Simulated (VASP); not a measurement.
# Bi3Te2S (P31m) in VASP: single point with PBE

Aim: the single point of Bi3Te2S with PBE.

Everything below comes from runs of VASP 6.6.1. Logs are shortened: lines on timing, memory, paths and dates and some standing lists are left out, and cuts for length are marked.

## 1. The cell of the first run

The structure is trigonal, space group P31m (No. 157). Conventional cell: a = 7.003 Å, b = 7.003 Å, c = 4.298 Å, α = 90.00°, β = 90.00°, γ = 120.00°. Bi (site symmetry m) has 2 S at 2.97 to 2.98 Å and 4 Te at 3.28 to 3.29 Å and 2 Bi at 3.56 Å within 3.9 Å. Te (site symmetry 3) has 6 Bi at 3.28 to 3.29 Å and 5 Te at 4.04 to 4.30 Å and 3 S at 4.04 Å within 4.3 Å. Within 4.1 Å of S (site symmetry 3m) lie 6 Bi at 2.97 to 2.98 Å and 6 Te at 4.04 Å.

The cell was generated, and may not be a known phase.

## 2. Single point, PBE

INCAR

```
PREC     = Accurate       # precision mode
ENCUT    = 520            # plane-wave cutoff, eV
EDIFF    = 1E-6           # SCF threshold, eV
ISMEAR   = 0              # smearing method
SIGMA    = 0.1            # smearing width, eV
LREAL    = False          # projectors in reciprocal space
LASPH    = True           # aspherical terms in the spheres
NELM     = 80             # most SCF steps
ALGO     = Normal         # electronic algorithm
ISIF     = 2              # what is computed and relaxed
LWAVE    = False          # write WAVECAR
LCHARG   = False          # write CHGCAR
GGA      = PE             # functional
NBANDS   = 40             # bands
```

KPOINTS

```
Automatic mesh
0
Gamma
  6 6 6
```

POSCAR

```
Bi3Te2S
1.0
    7.0034063808      0.0000000000      0.0000000000
   -3.5017031904      6.0651278388      0.0000000000
    0.0000000000      0.0000000000      4.2980192664
Bi Te S
3 2 1
Direct
    0.7061879044      0.0000000000      0.5251060849
    0.0000000000      0.7061879044      0.5251060849
    0.2938120956      0.2938120956      0.5251060849
    0.3333333333      0.6666666667      1.0265563179
    0.6666666667      0.3333333333      1.0265563179
    0.0000000000      0.0000000000      0.0281522799
```

Potentials or basis: VASP PAW PBE potentials, release 64 (Bi_d, Te, S).

On the command line:

```bash
$ cat potpaw_PBE.64/Bi_d/POTCAR potpaw_PBE.64/Te/POTCAR potpaw_PBE.64/S/POTCAR > POTCAR
$ mpirun -np 1 vasp_std > vasp.out
```

OUTCAR:

```text
PREC = Accurate
   ENCUT = 520
   EDIFF = 1E-6
   ISMEAR = 0
   LREAL = False
   LASPH = True
   NELM = 80
   ISIF = 2
   GGA = PE

 ion  position               nearest neighbor table
   1  0.706  0.000  0.525-   6 2.97   6 2.98   5 3.28   4 3.28   5 3.29   4 3.29   2 3.56   3 3.56

   2  0.000  0.706  0.525-   6 2.97   6 2.98   4 3.28   5 3.28   4 3.29   5 3.29   1 3.56   3 3.56

   3  0.294  0.294  0.525-   6 2.97   6 2.98   5 3.28   4 3.28   5 3.29   4 3.29   1 3.56   2 3.56

   4  0.333  0.667  0.027-   2 3.28   1 3.28   3 3.28   2 3.29   1 3.29   3 3.29
   5  0.667  0.333  0.027-   1 3.28   2 3.28   3 3.28   1 3.29   2 3.29   3 3.29
   6  0.000  0.000  0.028-   1 2.97   2 2.97   3 2.97   1 2.98   2 2.98   3 2.98

  LATTYP: Found a hexagonal cell.
 ALAT       =     7.0034063808
 C/A-ratio  =     0.6137041081

  Lattice vectors:

 A1 = (   7.0034063808,   0.0000000000,   0.0000000000)
 A2 = (  -3.5017031904,   6.0651278388,   0.0000000000)
 A3 = (   0.0000000000,   0.0000000000,   4.2980192664)

Analysis of symmetry for initial positions (statically):
=====================================================================
 Subroutine PRICEL returns:
 Original cell was already a primitive cell.

 Routine SETGRP: Setting up the symmetry group for a
 hexagonal supercell.

 Subroutine GETGRP returns: Found  6 space group operations
 (whereof  6 operations were pure point group operations)
 out of a pool of 24 trial point group operations.

The static configuration has the point symmetry C_3v.

Analysis of symmetry for dynamics (positions and initial velocities):
=====================================================================
 Subroutine PRICEL returns:
 Original cell was already a primitive cell.

 Routine SETGRP: Setting up the symmetry group for a
 hexagonal supercell.

 Subroutine GETGRP returns: Found  6 space group operations
 (whereof  6 operations were pure point group operations)
 out of a pool of 24 trial point group operations.

The dynamic configuration has the point symmetry C_3v.

 Subroutine INISYM returns: Found  6 space group operations
 (whereof  6 operations are pure point group operations),
 and found     1 'primitive' translations

----------------------------------------------------------------------------------------

                                     Primitive cell

  volume of cell :     182.5651

  direct lattice vectors                    reciprocal lattice vectors
     7.003406381  0.000000000  0.000000000     0.142787659  0.082438493  0.000000000
    -3.501703190  6.065127839  0.000000000     0.000000000  0.164876986  0.000000000
     0.000000000  0.000000000  4.298019266     0.000000000  0.000000000  0.232665313

  length of vectors
     7.003406381  7.003406381  4.298019266     0.164876986  0.164876986  0.232665313

  position of ions in fractional coordinates (direct lattice)
     0.706187904  0.000000000  0.525106085
     0.000000000  0.706187904  0.525106085
     0.293812096  0.293812096  0.525106085
     0.333333333  0.666666667  0.026556318
     0.666666667  0.333333333  0.026556318
     0.000000000  0.000000000  0.028152280

  ion indices of the primitive-cell ions
   primitive index   ion index
                 1           1
                 2           2
                 3           3
                 4           4
                 5           5
                 6           6

----------------------------------------------------------------------------------------

 KPOINTS: Automatic mesh

Automatic generation of k-mesh.
 Grid dimensions read from file:
 generate k-points for:    6    6    6

 Generating k-lattice:

  Cartesian coordinates                     Fractional coordinates (reciprocal lattice)
     0.023797943  0.013739749  0.000000000     0.166666667  0.000000000  0.000000000
     0.000000000  0.027479498  0.000000000     0.000000000  0.166666667  0.000000000
     0.000000000  0.000000000  0.038777552     0.000000000  0.000000000  0.166666667

  Length of vectors
     0.027479498  0.027479498  0.038777552

  Shift w.r.t. Gamma in fractional coordinates (k-lattice)
     0.000000000  0.000000000  0.000000000

 Subroutine IBZKPT returns following result:
 ===========================================

 Found     34 irreducible k-points:

 Following reciprocal coordinates:
            Coordinates               Weight
  0.000000  0.000000  0.000000      1.000000
  0.166667  0.000000  0.000000      6.000000
  0.333333  0.000000  0.000000      6.000000
  0.500000  0.000000  0.000000      3.000000
  0.166667  0.166667  0.000000      6.000000
  0.333333  0.166667  0.000000     12.000000
[... 16 lines left out ...]
 -0.166667  0.333333  0.333333      6.000000
  0.333333  0.166667  0.333333     12.000000
 [... further k-points ...]
   k-points           NKPTS =     34   k-points in BZ     NKDIM =     34   number of bands    NBANDS=     40
   number of dos      NEDOS =    301   number of ions     NIONS =      6
   total plane-waves  NPLWV =  93312
   dimension x,y,z NGX =    54 NGY =   54 NGZ =   32
   dimension x,y,z NGXF=   108 NGYF=  108 NGZF=   64
   ions per type =               3   2   1
   NGX,Y,Z   is equivalent  to a cutoff of  12.82, 12.82, 12.38 a.u.
   NGXF,Y,Z  is equivalent  to a cutoff of  25.64, 25.64, 24.75 a.u.
 SYSTEM =  unknown system
   PREC   = accura    normal or accurate (medium, high low for compatibility)
   ISTART =      0    job   : 0-new  1-cont  2-samecut
   ICHARG =      2    charge: 1-file 2-atom 10-const
   ISPIN  =      1    spin polarized calculation?
   LNONCOLLINEAR =      F non collinear calculations
   LSORBIT =      F    spin-orbit coupling
   LASPH  =      T    aspherical Exc in radial PAW
   ENCUT  =  520.0 eV  38.22 Ry    6.18 a.u.  13.02 13.02  7.99*2*pi/ulx,y,z
   NELM   =     80;   NELMIN=  2; NELMDL= -5     # of ELM steps
   EDIFF  = 0.1E-05   stopping-criterion for ELM
   LREAL  =      F    real-space projection
[... 7 lines left out ...]
   TEBEG  =    0.0;   TEEND  =   0.0 temperature during run
   PSTRESS=    0.0 pullay stress
   NELECT =      63.0000    total number of electrons
   NUPDOWN=      -1.0000    fix difference up-down
   EMIN   =  10.00;   EMAX   =-10.00  energy-range for DOS
   EFERMI =   0.00;   METHOD = LEGACY
   ISMEAR =     0;   SIGMA  =   0.10  broadening in eV -4-tet -1-fermi 0-gaus
   EFERMI_NEDOS =   21; number of points for ismear=-14 and -15
   IALGO  =     38    algorithm
   IMIX   =      4    mixing-type and parameters
     AMIX     =   0.40;   BMIX     =  1.00
     AMIX_MAG =   1.60;   BMIX_MAG =  1.00
  volume/ion in A,a.u.               =      30.43       205.33
  Fermi-wavevector in a.u.,A,eV,Ry     =   1.148284  2.169941 17.940031  1.318555
  Thomas-Fermi vector in A             =   2.284959
   LORBIT       =      0    0 simple, 1 ext, 2 COOP (PROOUT), +10 PAW based schemes
   GGA     = PE    functional components
   LHFCALC =     F    Hartree Fock is set to
   AEXX    =    0.0000 exact exchange contribution
   IVDW    =     0    specifies the selected vdW correction
   LEPSILON=     F    determine dielectric tensor
   LRPA    =     F    only Hartree local field effects (RPA)
 non-spin polarized calculation
 Gauss-broadening in eV      SIGMA  =   0.10
  energy-cutoff  :      520.00
  volume of cell :      182.57
 maximum number of plane-waves:      4986
 NGX is ok and might be reduce to    54
   NGX = 27   NGY = 27   NGZ = 15

 number of electron      62.9999991 magnetization

 Free energy of the ion-electron system (eV)
  ---------------------------------------------------
  ext. energy  EPLUGINS =         0.00000000
  ---------------------------------------------------
  free energy    TOTEN  =       -22.17693428 eV

  energy without entropy =      -22.14795707  energy(sigma->0) =      -22.16244567

 E-fermi :   6.9038     XC(G=0):  -9.7347

 val. band max:        6.8804961978   @ k =   0.1667   0.1667   0.0000
 cond. band min:       6.9063584267   @ k =   0.3333   0.1667   0.0000
 fundamental gap:      0.0258622288
 Fermi energy:         6.9037559015

 k-point     1 :       0.0000    0.0000    0.0000
  band No.  band energies     occupation
      1     -16.5208      2.00000
      2     -16.4967      2.00000
      3     -16.4902      2.00000
      4     -16.4902      2.00000
      5     -16.4730      2.00000
      6     -16.4730      2.00000
[... 32 lines left out ...]
     39      10.4045      0.00000
     40      11.1852      0.00000

 k-point     2 :       0.1667    0.0000    0.0000
  band No.  band energies     occupation
      1     -16.5203      2.00000
      2     -16.4965      2.00000
      3     -16.4912      2.00000
      4     -16.4910      2.00000
      5     -16.4732      2.00000
      6     -16.4726      2.00000
[... 32 lines left out ...]
     39      10.7768      0.00000
     40      10.8407      0.00000

 k-point     3 :       0.3333    0.0000    0.0000
  band No.  band energies     occupation
      1     -16.5192      2.00000
      2     -16.4960      2.00000
      3     -16.4933      2.00000
      4     -16.4925      2.00000
      5     -16.4735      2.00000
      6     -16.4718      2.00000
[... 32 lines left out ...]
     39       9.9585      0.00000
     40      10.9622      0.00000

 k-point     4 :       0.5000    0.0000    0.0000
  band No.  band energies     occupation
      1     -16.5188      2.00000
      2     -16.4958      2.00000
      3     -16.4943      2.00000
      4     -16.4933      2.00000
      5     -16.4735      2.00000
      6     -16.4715      2.00000
[... 32 lines left out ...]
     39      10.1005      0.00000
     40      10.4558      0.00000
[... 772 lines left out ...]
     39      10.3875      0.00000
     40      12.3651      0.00000

 k-point    23 :      -0.1667    0.3333    0.3333
  band No.  band energies     occupation
      1     -16.5094      2.00000
      2     -16.5064      2.00000
      3     -16.4831      2.00000
      4     -16.4825      2.00000
      5     -16.4790      2.00000
      6     -16.4772      2.00000
[... 32 lines left out ...]
     39      10.3952      0.00000
     40      12.3570      0.00000

 k-point    24 :       0.3333    0.1667    0.3333
  band No.  band energies     occupation
      1     -16.5092      2.00000
      2     -16.5058      2.00000
      3     -16.4848      2.00000
      4     -16.4836      2.00000
      5     -16.4790      2.00000
      6     -16.4770      2.00000
[... 32 lines left out ...]
     39      10.1237      0.00000
     40      12.1543      0.00000

 [... further k-points ...]
[... 5 lines left out ...]
  --------------------------------------------------------------------------------------
  -------------------------------------------------------------------------------------
  Total       -0.0653236     -0.0653236     -0.0459886      0.0000000     -0.0000000      0.0000000
  in kB       -0.5732749     -0.5732749     -0.4035928      0.0000000     -0.0000000      0.0000000
  external PRESSURE =      -0.5167142 kB  Pullay stress =       0.0000000 kB

 VOLUME and BASIS-vectors are now :
 -----------------------------------------------------------------------------
  energy-cutoff  :      520.00
  volume of cell :      182.57
      direct lattice vectors                 reciprocal lattice vectors
     7.003406381  0.000000000  0.000000000     0.142787659  0.082438493  0.000000000
    -3.501703190  6.065127839  0.000000000     0.000000000  0.164876986  0.000000000
     0.000000000  0.000000000  4.298019266     0.000000000  0.000000000  0.232665313

 POSITION                                       TOTAL-FORCE (eV/Angst)
 -----------------------------------------------------------------------------------
      4.94572      0.00000      2.25692        -0.003189      0.000000      0.000935
     -2.47286      4.28312      2.25692         0.001595     -0.002762      0.000935
      1.02884      1.78201      2.25692         0.001595      0.002762      0.000935
     -0.00000      4.04342      0.11414        -0.000000      0.000000     -0.000725
      3.50170      2.02171      0.11414         0.000000      0.000000     -0.000725
      0.00000      0.00000      0.12100        -0.000000      0.000000     -0.001353
 -----------------------------------------------------------------------------------
    total drift:                                0.000000      0.000000      0.001231

  FREE ENERGIE OF THE ION-ELECTRON SYSTEM (eV)
  ---------------------------------------------------
  free  energy   TOTEN  =       -22.1769342759 eV

  energy  without entropy=      -22.1479570728  energy(sigma->0) =      -22.16244567
```

It took 2.1 min on 1 thread of AMD EPYC 9R45 (Zen 5), shared host; peak memory 0.4 GiB.

What came out:

| Property | Result |
| --- | --- |
| Free energy | -22.1769 eV |
| Pressure | -0.1 GPa |
| Largest force | 0.003 eV/Å |
| Band gap on the k mesh | zero (an odd number of electrons rules out a gap without spin polarisation) |

Forces on the atoms (eV/Å):
```
Bi  -0.003  0.000  0.001
Bi   0.002 -0.003  0.001
Bi   0.002  0.003  0.001
Te   0.000  0.000 -0.001
Te   0.000  0.000 -0.001
S    0.000  0.000 -0.001
```

Caveat: spin-orbit coupling is left out, which moves the levels of the heavy elements.

The gap in the log of VASP goes by the Fermi energy; the results here count the filled bands.